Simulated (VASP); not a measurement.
# P4C (P1) in VASP: single point with PBE

Aim: the single point of P4C with PBE.

Everything below comes from runs of VASP 6.6.1. Logs are shortened: lines on timing, memory, paths and dates and some standing lists are left out, and cuts for length are marked.

**1. The cell of the first run**

The typed cell holds 10 atoms: a = 3.135 Å, b = 5.564 Å, c = 13.149 Å, α = 98.39°, β = 96.88°, γ = 89.98°.

**2. Single point, PBE**

INCAR

```
SYSTEM = P4C
PREC     = Accurate       ! precision mode
ENCUT    = 520            ! plane-wave cutoff, eV
EDIFF    = 1E-6           ! SCF threshold, eV
ISMEAR   = 0              ! smearing method
SIGMA    = 0.1            ! smearing width, eV
LREAL    = .False.        ! projectors in reciprocal space
LASPH    = .True.         ! aspherical terms in the spheres
NELM     = 60             ! most SCF steps
ALGO     = Normal         ! electronic algorithm
ISIF     = 2              ! what is computed and relaxed
LWAVE    = .False.        ! write WAVECAR
LCHARG   = .False.        ! write CHGCAR
GGA      = PE             ! functional
NBANDS   = 35             ! bands
```

KPOINTS

```
Automatic mesh
0
Gamma
  4 4 4
  0 0 0
```

POSCAR

```
P4C
1.0
   -0.0006963737      3.1345829310      0.0004868138
   -0.6370526553      0.0004600085      5.5274899237
   13.0480020586     -1.5724281072     -0.4266880834
P C
8 2
Direct
    0.0464769105      0.8030073223      0.0932765505
    0.9528242406      0.1969966983      0.9068012267
    0.1232792037      0.0548300385      0.2461082124
    0.6577299285      0.8424573329      0.3145261460
    0.7324283321      0.1042295057      0.4646777671
    0.8770878139      0.9452838936      0.7538981136
    0.3426246492      0.1574134433      0.6853442853
    0.2679123767      0.8955922134      0.5352043651
    0.4802466304      0.0690036268      0.9613552091
    0.5193899143      0.9311859252      0.0388081241
```

Potentials or basis: VASP PAW PBE potentials, release 64 (P, C).

Command:

```sh
cat potpaw_PBE.64/P/POTCAR potpaw_PBE.64/C/POTCAR > POTCAR
mpirun -np 1 vasp_std > vasp.out
```

OUTCAR:

```text
SYSTEM = P4C
   PREC = Accurate
   ENCUT = 520
   EDIFF = 1E-6
   ISMEAR = 0
   LREAL = .False.
   LASPH = .True.
   NELM = 60
   ISIF = 2
   GGA = PE

 ion  position               nearest neighbor table
   1  0.046  0.803  0.093-  10 1.90  10 1.90   3 2.26
   2  0.953  0.197  0.907-   9 1.90   9 1.90   6 2.26
   3  0.123  0.055  0.246-   4 2.23   4 2.23   1 2.26
   4  0.658  0.842  0.315-   3 2.23   3 2.23   5 2.26
   5  0.732  0.104  0.465-   8 2.23   8 2.23   4 2.26
   6  0.877  0.945  0.754-   7 2.23   7 2.23   2 2.26
   7  0.343  0.157  0.685-   6 2.23   6 2.23   8 2.26
   8  0.268  0.896  0.535-   5 2.23   5 2.23   7 2.26
   9  0.480  0.069  0.961-  10 1.36   2 1.90   2 1.90
  10  0.519  0.931  0.039-   9 1.36   1 1.90   1 1.90

  LATTYP: Found a triclinic cell.
 ALAT       =    13.5084896012
 B/A-ratio  =     0.4118950161
 C/A-ratio  =     0.2320454128
 COS(alpha) =     0.0002623933
 COS(beta)  =     0.1155310498
 COS(gamma) =     0.2699764767

  Lattice vectors:

 A1 = ( -12.4102530296,  -1.5626148323,  -5.1012886541)
 A2 = (   0.6370526553,  -0.0004600085,  -5.5274899237)
 A3 = (   0.0006963737,  -3.1345829310,  -0.0004868138)

Analysis of symmetry for initial positions (statically):
=====================================================================
 Subroutine PRICEL returns:
 Original cell was already a primitive cell.

 Routine SETGRP: Setting up the symmetry group for a
 triclinic supercell.

 Subroutine GETGRP returns: Found  1 space group operations
 (whereof  1 operations were pure point group operations)
 out of a pool of  2 trial point group operations.

The static configuration has the point symmetry C_1 .

Analysis of symmetry for dynamics (positions and initial velocities):
=====================================================================
 Subroutine PRICEL returns:
 Original cell was already a primitive cell.

 Routine SETGRP: Setting up the symmetry group for a
 triclinic supercell.

 Subroutine GETGRP returns: Found  1 space group operations
 (whereof  1 operations were pure point group operations)
 out of a pool of  2 trial point group operations.

The dynamic configuration has the point symmetry C_1 .

[... 112 lines left out ...]
   ENCUT  =  520.0 eV  38.22 Ry    6.18 a.u.   5.83 10.35 24.45*2*pi/ulx,y,z
   NELM   =     60;   NELMIN=  2; NELMDL= -5     # of ELM steps
   EDIFF  = 0.1E-05   stopping-criterion for ELM
   LREAL  =      F    real-space projection
   EDIFFG = 0.1E-04   stopping-criterion for IOM
   NSW    =      0    number of steps for IOM
   IBRION =     -1    ionic relax: 0-MD 1-quasi-New 2-CG
   NFREE  =      0    steps in history (QN), initial steepest desc. (CG)
   ISIF   =      2    stress and relaxation
   ISYM   =      2    0-nonsym 1-usesym 2-fastsym
   POTIM  = 0.5000    time-step for ionic-motion
   TEBEG  =    0.0;   TEEND  =   0.0 temperature during run
   PSTRESS=    0.0 pullay stress
   NELECT =      48.0000    total number of electrons
   NUPDOWN=      -1.0000    fix difference up-down
   EMIN   =  10.00;   EMAX   =-10.00  energy-range for DOS
   EFERMI =   0.00;   METHOD = LEGACY
   ISMEAR =     0;   SIGMA  =   0.10  broadening in eV -4-tet -1-fermi 0-gaus
   EFERMI_NEDOS =   21; number of points for ismear=-14 and -15
   IALGO  =     38    algorithm
   IMIX   =      4    mixing-type and parameters
     AMIX     =   0.40;   BMIX     =  1.00
     AMIX_MAG =   1.60;   BMIX_MAG =  1.00
  volume/ion in A,a.u.               =      22.52       151.98
  Fermi-wavevector in a.u.,A,eV,Ry     =   0.977886  1.847937 13.010720  0.956261
  Thomas-Fermi vector in A             =   2.108618
   LORBIT       =      0    0 simple, 1 ext, 2 COOP (PROOUT), +10 PAW based schemes
   GGA     = PE    functional components
   LHFCALC =     F    Hartree Fock is set to
   AEXX    =    0.0000 exact exchange contribution
   IVDW    =     0    specifies the selected vdW correction
   LEPSILON=     F    determine dielectric tensor
   LRPA    =     F    only Hartree local field effects (RPA)
 non-spin polarized calculation
 Gauss-broadening in eV      SIGMA  =   0.10
  energy-cutoff  :      520.00
  volume of cell :      225.22
 maximum number of plane-waves:      6094
   NGX = 11   NGY = 21   NGZ = 49

 number of electron      47.9999999 magnetization

 Free energy of the ion-electron system (eV)
  ---------------------------------------------------
  ext. energy  EPLUGINS =         0.00000000
  ---------------------------------------------------
  free energy    TOTEN  =       -59.05229973 eV

  energy without entropy =      -59.05229973  energy(sigma->0) =      -59.05229973

 E-fermi :   3.1074     XC(G=0):  -8.2532

 val. band max:        2.6315932059   @ k =   0.2500   0.5000   0.5000
 cond. band min:       4.0370979598   @ k =   0.5000  -0.0000   0.2500
 fundamental gap:      1.4055047540
 Fermi energy:         3.1074383495

 k-point     1 :       0.0000    0.0000    0.0000
  band No.  band energies     occupation
      1     -13.2278      2.00000
      2     -11.7578      2.00000
      3     -11.4535      2.00000
      4      -9.8411      2.00000
      5      -9.7867      2.00000
      6      -6.8982      2.00000
[... 901 lines left out ...]
     34       7.6283      0.00000
     35       8.0384      0.00000

 [... further k-points ...]
[... 5 lines left out ...]
  --------------------------------------------------------------------------------------
  -------------------------------------------------------------------------------------
  Total       -0.2977509     -0.3780869     -0.4598809      0.0548313      0.0042344      0.0469364
  in kB       -2.1181782     -2.6896829     -3.2715597      0.3900657      0.0301230      0.3339025
  external PRESSURE =      -2.6931403 kB  Pullay stress =       0.0000000 kB

 VOLUME and BASIS-vectors are now :
 -----------------------------------------------------------------------------
  energy-cutoff  :      520.00
  volume of cell :      225.22
      direct lattice vectors                 reciprocal lattice vectors
    -0.000696374  3.134582931  0.000486814     0.038591161  0.319029595  0.004421147
    -0.637052655  0.000460008  5.527489924     0.005935271 -0.000026884  0.181597996
    13.048002059 -1.572428107 -0.426688083     0.076931928  0.000015714  0.008866535

 POSITION                                       TOTAL-FORCE (eV/Angst)
 -----------------------------------------------------------------------------------
      0.70548     -0.00062      4.39884        -0.001582      0.011623      0.063985
     11.70578      1.56092      0.70244         0.002558      0.005571     -0.055562
      3.17620     -0.00053      0.19812         0.010261     -0.000749     -0.098297
      3.56679      1.56753      4.52279        -0.010262     -0.002957      0.107849
      5.99621      1.56523      0.37821         0.013882      0.001391     -0.112721
      9.23406      1.56429      4.90379        -0.010454     -0.003238      0.092409
      8.84185     -0.00360      0.57784         0.016809      0.001467     -0.103047
      6.41262     -0.00136      4.72214        -0.011070     -0.002933      0.111219
     12.49947     -0.00626     -0.02855        -0.044841      0.002770      0.036452
     -0.08721      1.56748      5.13081         0.034701     -0.012945     -0.042288
 -----------------------------------------------------------------------------------
    total drift:                               -0.000017     -0.000014      0.000010

  FREE ENERGIE OF THE ION-ELECTRON SYSTEM (eV)
  ---------------------------------------------------
  free  energy   TOTEN  =       -59.0522997322 eV

  energy  without entropy=      -59.0522997322  energy(sigma->0) =      -59.05229973
```

OSZICAR:

```text
N       E                     dE             d eps       ncg     rms          rms(c)
DAV:   1     0.210234350538E+03    0.21023E+03   -0.19426E+04  2520   0.115E+03
DAV:   2    -0.413756831925E+02   -0.25161E+03   -0.23800E+03  3249   0.203E+02
DAV:   3    -0.607403821125E+02   -0.19365E+02   -0.19026E+02  3216   0.576E+01
DAV:   4    -0.613381017594E+02   -0.59772E+00   -0.59507E+00  3608   0.112E+01
DAV:   5    -0.613552888576E+02   -0.17187E-01   -0.17169E-01  3344   0.174E+00    0.171E+01
DAV:   6    -0.591123210931E+02    0.22430E+01   -0.49861E+00  3263   0.115E+01    0.970E+00
DAV:   7    -0.590886875185E+02    0.23634E-01   -0.32861E+00  3104   0.724E+00    0.339E+00
DAV:   8    -0.590463238081E+02    0.42364E-01   -0.22580E-01  3336   0.257E+00    0.724E-01
DAV:   9    -0.590513858779E+02   -0.50621E-02   -0.65703E-02  3056   0.116E+00    0.423E-01
DAV:  10    -0.590519491780E+02   -0.56330E-03   -0.56932E-03  3496   0.369E-01    0.179E-01
DAV:  11    -0.590522354935E+02   -0.28632E-03   -0.12970E-03  3152   0.174E-01    0.722E-02
DAV:  12    -0.590522853914E+02   -0.49898E-04   -0.12775E-04  3304   0.500E-02    0.301E-02
DAV:  13    -0.590522950547E+02   -0.96633E-05   -0.49124E-05  3384   0.317E-02    0.847E-03
DAV:  14    -0.590522999477E+02   -0.48931E-05   -0.11986E-05  3128   0.161E-02    0.756E-03
DAV:  15    -0.590522997322E+02    0.21550E-06   -0.11385E-06  2072   0.504E-03
   1 F= -.59052300E+02 E0= -.59052300E+02  d E =-.556781E-12
```

It took 2.8 min on 1 thread of AMD EPYC 9R45 (Zen 5), shared host; peak memory 0.38 GiB.

Results:

| Item | Value |
| --- | --- |
| Free energy | -59.0523 eV |
| Pressure | -0.3 GPa |
| Largest force | 0.114 eV/Å |
| Band gap on the k mesh | 1.41 eV (least direct gap 1.58 eV) |

Forces in eV/Å, atoms in the order of the input:
```
P   -0.002  0.012  0.064
P    0.003  0.006 -0.056
P    0.010 -0.001 -0.098
P   -0.010 -0.003  0.108
P    0.014  0.001 -0.113
P   -0.010 -0.003  0.092
P    0.017  0.001 -0.103
P   -0.011 -0.003  0.111
C   -0.045  0.003  0.036
C    0.035 -0.013 -0.042
```

Caveat: the k points lie up to 0.50 Å⁻¹ apart. A k mesh can miss the band edges.
